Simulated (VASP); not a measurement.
# BeS (F-43m) in VASP: single point with PBE

Aim: the single point of BeS with PBE.

All numbers are computed with VASP 6.6.1; they aren't measurements. Logs are shortened: lines on timing, memory, paths and dates and some standing lists are left out, and cuts for length are marked.

## Step 1: The cell of the first run

Symmetry: F-43m, No. 216, cubic system. Conventional cell: a = 4.850 Å, b = 4.850 Å, c = 4.850 Å, α = 90.00°, β = 90.00°, γ = 90.00°. Be (site symmetry -43m) has 4 S at 2.10 Å within 2.8 Å. Within 2.8 Å of S (site symmetry -43m) lie 4 Be at 2.10 Å.

## Step 2: Single point, PBE

INCAR

```
  PREC = Accurate
  ENCUT = 520
  EDIFF = 1E-6
  ISMEAR = 1
  SIGMA = 0.1
  LREAL = False
  LASPH = True
  NELM = 60
  ALGO = Normal
  ISIF = 2
  LWAVE = False
  LCHARG = False
  GGA = PE
  NBANDS = 11
  ISYM = 0
```

KPOINTS

```
Automatic mesh
0
Gamma
  4 4 4
  0.5 0.5 0.5
```

POSCAR

```
BeS
1.0
    0.0000000000      2.4250000000      2.4250000000
    2.4250000000      0.0000000000      2.4250000000
    2.4250000000      2.4250000000      0.0000000000
Be S
1 1
Direct
    0.0000000000      0.0000000000      0.0000000000
    0.2500000000      0.2500000000      0.2500000000
```

Potentials or basis: VASP PAW PBE potentials, release 64 (Be, S).

Command:

```sh
$ cat potpaw_PBE.64/Be/POTCAR potpaw_PBE.64/S/POTCAR > POTCAR
$ mpirun -np 1 vasp_std > vasp.out
```

OUTCAR:

```text
PREC = Accurate
   ENCUT = 520
   EDIFF = 1E-6
   ISMEAR = 1
   LREAL = False
   LASPH = True
   NELM = 60
   ISIF = 2
   GGA = PE
   ISYM = 0

 ion  position               nearest neighbor table
   1  0.000  0.000  0.000-   2 2.10   2 2.10   2 2.10   2 2.10
   2  0.250  0.250  0.250-   1 2.10   1 2.10   1 2.10   1 2.10

IMPORTANT INFORMATION: All symmetrisations will be switched off!
NOSYMM: (Re-)initialisation of all symmetry stuff for point group C_1.

----------------------------------------------------------------------------------------

                                     Primitive cell

  volume of cell :      28.5210

  direct lattice vectors                    reciprocal lattice vectors
     0.000000000  2.425000000  2.425000000    -0.206185567  0.206185567  0.206185567
     2.425000000  0.000000000  2.425000000     0.206185567 -0.206185567  0.206185567
     2.425000000  2.425000000  0.000000000     0.206185567  0.206185567 -0.206185567

  length of vectors
     3.429467889  3.429467889  3.429467889     0.357123878  0.357123878  0.357123878

  position of ions in fractional coordinates (direct lattice)
     0.000000000  0.000000000  0.000000000
     0.250000000  0.250000000  0.250000000

  ion indices of the primitive-cell ions
   primitive index   ion index
                 1           1
                 2           2

----------------------------------------------------------------------------------------

 KPOINTS: Automatic mesh

Automatic generation of k-mesh.
 Grid dimensions read from file:
 generate k-points for:    4    4    4

 Generating k-lattice:

  Cartesian coordinates                     Fractional coordinates (reciprocal lattice)
    -0.051546392  0.051546392  0.051546392     0.250000000  0.000000000  0.000000000
     0.051546392 -0.051546392  0.051546392     0.000000000  0.250000000  0.000000000
     0.051546392  0.051546392 -0.051546392     0.000000000  0.000000000  0.250000000

  Length of vectors
     0.089280969  0.089280969  0.089280969

  Shift w.r.t. Gamma in fractional coordinates (k-lattice)
     0.500000000  0.500000000  0.500000000

 Subroutine IBZKPT returns following result:
 ===========================================

 Found    128 irreducible k-points:

 Following reciprocal coordinates:
            Coordinates               Weight
  0.125000  0.125000  0.125000      2.000000
  0.125000  0.000000  0.000000      2.000000
  0.000000  0.000000 -0.125000      2.000000
  0.000000  0.125000  0.000000      2.000000
  0.375000  0.125000  0.125000      2.000000
  0.125000  0.375000  0.125000      2.000000
[... 16 lines left out ...]
  0.000000  0.500000 -0.125000      2.000000
  0.500000  0.000000 -0.125000      2.000000
 [... further k-points ...]
   k-points           NKPTS =    128   k-points in BZ     NKDIM =    128   number of bands    NBANDS=     11
   number of dos      NEDOS =    301   number of ions     NIONS =      2
   total plane-waves  NPLWV =  21952
   dimension x,y,z NGX =    28 NGY =   28 NGZ =   28
   dimension x,y,z NGXF=    56 NGYF=   56 NGZF=   56
   ions per type =               1   1
   NGX,Y,Z   is equivalent  to a cutoff of  13.57, 13.57, 13.57 a.u.
   NGXF,Y,Z  is equivalent  to a cutoff of  27.15, 27.15, 27.15 a.u.
 SYSTEM =  unknown system
   PREC   = accura    normal or accurate (medium, high low for compatibility)
   ISTART =      0    job   : 0-new  1-cont  2-samecut
   ICHARG =      2    charge: 1-file 2-atom 10-const
   ISPIN  =      1    spin polarized calculation?
   LNONCOLLINEAR =      F non collinear calculations
   LSORBIT =      F    spin-orbit coupling
   LASPH  =      T    aspherical Exc in radial PAW
   ENCUT  =  520.0 eV  38.22 Ry    6.18 a.u.   6.38  6.38  6.38*2*pi/ulx,y,z
   NELM   =     60;   NELMIN=  2; NELMDL= -5     # of ELM steps
   EDIFF  = 0.1E-05   stopping-criterion for ELM
   LREAL  =      F    real-space projection
   EDIFFG = 0.1E-04   stopping-criterion for IOM
   NSW    =      0    number of steps for IOM
   IBRION =     -1    ionic relax: 0-MD 1-quasi-New 2-CG
   NFREE  =      0    steps in history (QN), initial steepest desc. (CG)
   ISIF   =      2    stress and relaxation
   ISYM   =      0    0-nonsym 1-usesym 2-fastsym
   POTIM  = 0.5000    time-step for ionic-motion
   TEBEG  =    0.0;   TEEND  =   0.0 temperature during run
   PSTRESS=    0.0 pullay stress
   NELECT =       8.0000    total number of electrons
   NUPDOWN=      -1.0000    fix difference up-down
   EMIN   =  10.00;   EMAX   =-10.00  energy-range for DOS
   EFERMI =   0.00;   METHOD = LEGACY
   ISMEAR =     1;   SIGMA  =   0.10  broadening in eV -4-tet -1-fermi 0-gaus
   EFERMI_NEDOS =   21; number of points for ismear=-14 and -15
   IALGO  =     38    algorithm
   IMIX   =      4    mixing-type and parameters
     AMIX     =   0.40;   BMIX     =  1.00
     AMIX_MAG =   1.60;   BMIX_MAG =  1.00
  volume/ion in A,a.u.               =      14.26        96.23
  Fermi-wavevector in a.u.,A,eV,Ry     =   1.071642  2.025110 15.625158  1.148417
  Thomas-Fermi vector in A             =   2.207388
   LORBIT       =      0    0 simple, 1 ext, 2 COOP (PROOUT), +10 PAW based schemes
   GGA     = PE    functional components
   LHFCALC =     F    Hartree Fock is set to
   AEXX    =    0.0000 exact exchange contribution
   IVDW    =     0    specifies the selected vdW correction
   LEPSILON=     F    determine dielectric tensor
   LRPA    =     F    only Hartree local field effects (RPA)
 non-spin polarized calculation
 Methfessel and Paxton  Order N= 1 SIGMA  =   0.10
  energy-cutoff  :      520.00
  volume of cell :       28.52
 maximum number of plane-waves:       776
 NGX is ok and might be reduce to    28
   NGX = 13   NGY = 13   NGZ = 13

 number of electron       7.9999999 magnetization

 Free energy of the ion-electron system (eV)
  ---------------------------------------------------
  ext. energy  EPLUGINS =         0.00000000
  ---------------------------------------------------
  free energy    TOTEN  =       -10.01065714 eV

  energy without entropy =      -10.01101951  energy(sigma->0) =      -10.01077793

 E-fermi :   4.0598     XC(G=0):  -9.7308

 val. band max:        3.9755853956   @ k =   0.0000   0.0000  -0.1250
 cond. band min:       7.9182574165   @ k =  -0.3750   0.0000   0.5000
 fundamental gap:      3.9426720210
 Fermi energy:         4.0597734476

 k-point     1 :       0.1250    0.1250    0.1250
  band No.  band energies     occupation
      1      -9.3406      2.00000
      2       2.9737      2.00000
      3       3.9756      2.00000
      4       3.9756      2.00000
      5       9.7829      0.00000
      6      10.2011      0.00000
      7      10.2011      0.00000
      8      11.3389      0.00000
      9      16.3005      0.00000
     10      16.3005      0.00000
     11      18.8927      0.00000

 k-point     2 :       0.1250    0.0000    0.0000
  band No.  band energies     occupation
      1      -9.3406      2.00000
      2       2.9737      2.00000
      3       3.9756      2.00000
      4       3.9756      2.00000
      5       9.7829      0.00000
      6      10.2011      0.00000
      7      10.2011      0.00000
      8      11.3389      0.00000
      9      16.3005      0.00000
     10      16.3005      0.00000
     11      18.8927      0.00000

 k-point     3 :       0.0000    0.0000   -0.1250
  band No.  band energies     occupation
      1      -9.3406      2.00000
      2       2.9737      2.00000
      3       3.9756      2.00000
      4       3.9756      2.00000
      5       9.7829      0.00000
      6      10.2011      0.00000
      7      10.2011      0.00000
      8      11.3389      0.00000
      9      16.3005      0.00000
     10      16.3005      0.00000
     11      18.8927      0.00000

 k-point     4 :       0.0000    0.1250    0.0000
  band No.  band energies     occupation
      1      -9.3406      2.00000
      2       2.9737      2.00000
      3       3.9756      2.00000
      4       3.9756      2.00000
      5       9.7829      0.00000
      6      10.2011      0.00000
      7      10.2011      0.00000
      8      11.3389      0.00000
      9      16.3005      0.00000
     10      16.3005      0.00000
     11      18.8927      0.00000

 k-point     5 :       0.3750    0.1250    0.1250
  band No.  band energies     occupation
      1      -8.5134      2.00000
      2       0.2653      2.00000
      3       2.4131      2.00000
      4       3.5447      2.00000
      5      10.3246      0.00000
      6      10.9749      0.00000
      7      11.1525      0.00000
      8      13.4018      0.00000
      9      15.1549      0.00000
     10      18.1342      0.00000
     11      19.3135      0.00000

 k-point     6 :       0.1250    0.3750    0.1250
  band No.  band energies     occupation
      1      -8.5134      2.00000
      2       0.2653      2.00000
      3       2.4131      2.00000
      4       3.5447      2.00000
      5      10.3246      0.00000
      6      10.9749      0.00000
      7      11.1525      0.00000
      8      13.4018      0.00000
      9      15.1549      0.00000
     10      18.1342      0.00000
     11      19.3135      0.00000

 k-point     7 :       0.1250    0.1250    0.3750
  band No.  band energies     occupation
      1      -8.5134      2.00000
      2       0.2653      2.00000
      3       2.4131      2.00000
      4       3.5447      2.00000
      5      10.3246      0.00000
      6      10.9749      0.00000
      7      11.1525      0.00000
      8      13.4018      0.00000
      9      15.1549      0.00000
     10      18.1342      0.00000
     11      19.3135      0.00000

 k-point     8 :       0.1250    0.0000   -0.2500
  band No.  band energies     occupation
      1      -8.5134      2.00000
      2       0.2653      2.00000
      3       2.4131      2.00000
      4       3.5447      2.00000
      5      10.3246      0.00000
      6      10.9749      0.00000
      7      11.1525      0.00000
      8      13.4018      0.00000
      9      15.1549      0.00000
     10      18.1342      0.00000
     11      19.3135      0.00000
[... 141 lines left out ...]
 k-point    19 :       0.1250    0.1250   -0.3750
  band No.  band energies     occupation
      1      -7.8439      2.00000
      2      -1.3527      2.00000
      3       2.4443      2.00000
      4       2.8288      2.00000
      5       9.8401      0.00000
      6      11.0022      0.00000
      7      11.4974      0.00000
      8      14.8285      0.00000
      9      17.6222      0.00000
     10      19.1177      0.00000
     11      19.9022      0.00000

 k-point    20 :       0.1250    0.0000    0.5000
  band No.  band energies     occupation
      1      -7.8439      2.00000
      2      -1.3527      2.00000
      3       2.4443      2.00000
      4       2.8288      2.00000
      5       9.8401      0.00000
      6      11.0022      0.00000
      7      11.4974      0.00000
      8      14.8285      0.00000
      9      17.6222      0.00000
     10      19.1177      0.00000
     11      19.9022      0.00000

 k-point    21 :      -0.3750    0.5000    0.5000
  band No.  band energies     occupation
      1      -7.8439      2.00000
      2      -1.3527      2.00000
      3       2.4443      2.00000
      4       2.8288      2.00000
      5       9.8401      0.00000
      6      11.0022      0.00000
      7      11.4974      0.00000
      8      14.8285      0.00000
      9      17.6222      0.00000
     10      19.1177      0.00000
     11      19.9022      0.00000

 k-point    22 :       0.1250    0.5000    0.0000
  band No.  band energies     occupation
      1      -7.8439      2.00000
      2      -1.3527      2.00000
      3       2.4443      2.00000
      4       2.8288      2.00000
      5       9.8401      0.00000
      6      11.0022      0.00000
      7      11.4974      0.00000
      8      14.8285      0.00000
      9      17.6222      0.00000
     10      19.1177      0.00000
     11      19.9022      0.00000

 k-point    23 :       0.0000    0.5000   -0.1250
  band No.  band energies     occupation
      1      -7.8439      2.00000
      2      -1.3527      2.00000
      3       2.4443      2.00000
      4       2.8288      2.00000
      5       9.8401      0.00000
      6      11.0022      0.00000
      7      11.4974      0.00000
      8      14.8285      0.00000
      9      17.6222      0.00000
     10      19.1177      0.00000
     11      19.9022      0.00000

 k-point    24 :       0.5000    0.0000   -0.1250
  band No.  band energies     occupation
      1      -7.8439      2.00000
      2      -1.3527      2.00000
      3       2.4443      2.00000
      4       2.8288      2.00000
      5       9.8401      0.00000
      6      11.0022      0.00000
      7      11.4974      0.00000
      8      14.8285      0.00000
      9      17.6222      0.00000
     10      19.1177      0.00000
     11      19.9022      0.00000

 [... further k-points ...]
[... 5 lines left out ...]
  --------------------------------------------------------------------------------------
  -------------------------------------------------------------------------------------
  Total        0.2771553      0.2771551      0.2771558     -0.0000009     -0.0000001     -0.0000009
  in kB       15.5692833     15.5692679     15.5693097     -0.0000492     -0.0000082     -0.0000485
  external PRESSURE =      15.5692870 kB  Pullay stress =       0.0000000 kB

 VOLUME and BASIS-vectors are now :
 -----------------------------------------------------------------------------
  energy-cutoff  :      520.00
  volume of cell :       28.52
      direct lattice vectors                 reciprocal lattice vectors
     0.000000000  2.425000000  2.425000000    -0.206185567  0.206185567  0.206185567
     2.425000000  0.000000000  2.425000000     0.206185567 -0.206185567  0.206185567
     2.425000000  2.425000000  0.000000000     0.206185567  0.206185567 -0.206185567

 POSITION                                       TOTAL-FORCE (eV/Angst)
 -----------------------------------------------------------------------------------
      0.00000      0.00000      0.00000        -0.000000      0.000000     -0.000000
      1.21250      1.21250      1.21250         0.000000     -0.000000      0.000000
 -----------------------------------------------------------------------------------
    total drift:                                0.000000     -0.000000      0.000000

  FREE ENERGIE OF THE ION-ELECTRON SYSTEM (eV)
  ---------------------------------------------------
  free  energy   TOTEN  =       -10.0106571391 eV

  energy  without entropy=      -10.0110195082  energy(sigma->0) =      -10.01077793
```

Run time: 60 s. Hardware: 1 thread of AMD EPYC 7R13, shared host; peak memory 0.14 GiB.

What came out:

* Free energy: -10.0107 eV
* Pressure: 1.6 GPa
* Band gap on the k mesh: 3.94 eV, indirect (least direct gap 5.81 eV)

Levels at points of the mesh, in eV from the valence-band top:
```csv
k point,band 2,band 3,band 4,band 5,band 6,band 7
"(0.12, 0.12, 0.12)",-1.00,0.00,0.00,5.81,6.23,6.23
```

Caveat: the k points lie up to 0.56 Å⁻¹ apart.
